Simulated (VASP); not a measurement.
Wanted: the native input for a VASP 6.6.1 run.

| Item | Value |
| --- | --- |
| Task | single point |
| Functional | PBE |
| Potentials or basis | VASP PAW PBE potentials, release 64 (B, Bi_d) |
| Cutoff | 520 eV |
| k mesh | 6 × 6 × 6 |
| Occupations | gaussian, width 0.1 eV |
| Spin | no spin polarisation |
| Dipole correction | no |
| Further INCAR settings | ALGO = Normal; EDIFF = 1e-06; NBANDS = 20 |

The structure of BiB3 lies in POSCAR:

```
BiB3
1.0
    3.8389788363      0.0000000000      0.0000000000
    0.0000000000      3.8389788363      0.0000000000
    0.0000000000      0.0000000000      3.8389788363
B Bi
3 1
Direct
    0.0000000000      0.5000000000      0.5000000000
    0.5000000000      0.0000000000      0.5000000000
    0.5000000000      0.5000000000      0.0000000000
    0.0000000000      0.0000000000      0.0000000000
```

One way to write it, as run:

INCAR

```
SYSTEM = BiB3
ALGO = Normal
EDIFF = 1E-6
ENCUT = 520
GGA = PE
ISIF = 2
ISMEAR = 0
LASPH = .TRUE.
LCHARG = .FALSE.
LREAL = .FALSE.
LWAVE = .FALSE.
NBANDS = 20
NELM = 60
PREC = Accurate
SIGMA = 0.1
```

KPOINTS

```
k-points
0
G
  6 6 6
  0 0 0
```

Potentials or basis: VASP PAW PBE potentials, release 64 (B, Bi_d).

Launch:

```console
$ cat potpaw_PBE.64/B/POTCAR potpaw_PBE.64/Bi_d/POTCAR > POTCAR
$ mpirun -np 1 vasp_std > vasp.out
```

Results of the run:

```json
{
 "Pressure": "-0.2 GPa",
 "Band gap on the k mesh": "zero (bands 12 and 13 overlap by 5.30 eV)"
}
```

Caveat: spin-orbit coupling is left out, which moves the levels of the heavy elements.

Wall time 21 s on 1 thread of Intel(R) Xeon(R) Platinum 8259CL CPU @ 2.50GHz (Skylake/Cascade Lake), with other jobs on the host, peak memory 0.17 GiB.
